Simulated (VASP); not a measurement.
Crystal: SiNi3.

```
CELL_PARAMETERS angstrom
3.50627 0.00000 0.00000
0.00000 3.50627 0.00000
0.00000 0.00000 3.50627
ATOMIC_POSITIONS crystal
Si 0.00000 0.00000 0.00000
Ni 0.00000 0.50000 0.50000
Ni 0.50000 0.00000 0.50000
Ni 0.50000 0.50000 0.00000
```

* Program: VASP 6.6.1
* Task: relaxation of cell and atoms
* Functional: PBEsol
* Potentials or basis: VASP PAW PBE potentials, release 64 (Si, Ni)
* Cutoff: 600 eV
* k mesh: 12 × 12 × 12
* Occupations: gaussian, width 0.1 eV
* Spin: no spin polarisation

At the start: pressure -8.4 GPa; volume 10.78 Å³/atom.

Where does the relaxation end?

Over 3 steps the energy falls by 11.2 meV/atom and the volume is 10.37 Å³/atom (-3.7 %); space group Pm-3m (No. 221, to 0.05 Å).

The path:
```
step  energy change (eV)  largest force (eV/Å)  pressure (GPa)  volume (Å³)
   1              0.0000                0.0000           -8.38        43.11
   2              0.0170                0.0000           11.31        39.68
   3             -0.0449                0.0000           -0.01        41.49
```

Final structure:
```
CELL_PARAMETERS angstrom
3.46190 0.00000 0.00000
0.00000 3.46190 0.00000
0.00000 0.00000 3.46190
ATOMIC_POSITIONS crystal
Si 0.00000 0.00000 0.00000
Ni 0.00000 0.50000 0.50000
Ni 0.50000 0.00000 0.50000
Ni 0.50000 0.50000 0.00000
```

Caveat: the PAW data sets were made with another functional, which shifts forces and pressure a little.
